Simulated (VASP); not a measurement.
Write the native input for VASP 6.6.1 that does the following.

```
Task                   : single point
Functional             : r2SCAN
Potentials or basis    : VASP PAW PBE potentials, release 64 (Ag)
Cutoff                 : 520 eV
k mesh                 : 18 × 18 × 18
Occupations            : gaussian, width 0.1 eV
Spin                   : no spin polarisation
Dipole correction      : no
Further INCAR settings : ALGO = Normal; EDIFF = 1e-07; NBANDS = 12
```

Ag:

```
Ag
1.0
     0.00000    2.01020    2.01020
     2.01020    0.00000    2.01020
     2.01020    2.01020    0.00000
Ag
1
Direct
  0.00000 0.00000 0.00000
```

This cell differs from its parent crystal: volume scaled by 0.94.

These files were run (other wordings do the same):

POSCAR

```
Ag
1.0
    0.0000000000      2.0102020947      2.0102020947
    2.0102020947      0.0000000000      2.0102020947
    2.0102020947      2.0102020947      0.0000000000
Ag
1
Direct
    0.0000000000      0.0000000000      0.0000000000
```

INCAR.step1

```
SYSTEM = Ag
PREC = Accurate
ENCUT = 520
ISMEAR = 0
SIGMA = 0.1
LREAL = .FALSE.
LASPH = .TRUE.
NELM = 80
NBANDS = 12
GGA = PE
ALGO = Normal
EDIFF = 1E-4
LWAVE = .TRUE.
LCHARG = .FALSE.
```

INCAR.step2

```
SYSTEM = Ag
PREC = Accurate
ENCUT = 520
EDIFF = 1E-7
ISMEAR = 0
SIGMA = 0.1
LREAL = .FALSE.
LASPH = .TRUE.
NELM = 80
ALGO = Normal
ISIF = 2
LWAVE = .FALSE.
LCHARG = .FALSE.
METAGGA = R2SCAN
LMIXTAU = .TRUE.
NBANDS = 12
ISTART = 1
```

KPOINTS

```
regular mesh
0
G
  18 18 18
  0 0 0
```

Potentials or basis: VASP PAW PBE potentials, release 64 (Ag).

The run is started by

```sh
$ cat potpaw_PBE.64/Ag/POTCAR > POTCAR
$ cp INCAR.step1 INCAR
$ mpirun -np 1 vasp_std > vasp.out
$ cp INCAR.step2 INCAR
$ mpirun -np 1 vasp_std > vasp.out
```

Results of the run:

```
Pressure : 7.9 GPa
```

Caveat: the PAW data sets were made with another functional, which shifts forces and pressure a little.

Run time: 48 s on 1 thread of Intel(R) Xeon(R) 6975P-C (Granite Rapids), with other jobs on the host, peak memory 0.17 GiB.
